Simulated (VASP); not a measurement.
Runs of VASP 6.6.1 on Lu. The structure is that of space group Im-3m (No. 229), or close to it. The cells are those of the table. This isn't the form of Lu at room conditions, which is hcp.

```tsv
cell	gap on the mesh (eV)	pressure (GPa)
a = 3.069 Å, angles 70.5, 109.5, 70.5°, 1 atom	none	15.6
a = 2.929 Å, angles 70.5, 109.5, 70.5°, 1 atom	none	31.2
a = 2.817 Å, angles 70.5, 109.5, 70.5°, 1 atom	none	(a)
a = 3.306 Å, angles 70.5, 109.5, 70.5°, 1 atom	none	0.3
```

Alike in all rows: task single point; level PBEsol; potentials or basis VASP PAW PBE potentials, release 64 (Lu); no spin polarisation; k mesh 8 × 8 × 8; cutoff (eV) 520; smearing methfessel-paxton 0.1 eV.

Problem. Estimate the missing entries.

Solution. (a) 47.0.

Caveats: the PAW data sets were made with another functional, which shifts forces and pressure a little; spin-orbit coupling is left out, which moves the levels of the heavy elements; the cell stands under pressure (at least some runs).

A k mesh can miss the band edges, and the runs leave out spin-orbit coupling on Lu.

A gap of «none» marks levels without a gap at the run's occupations.
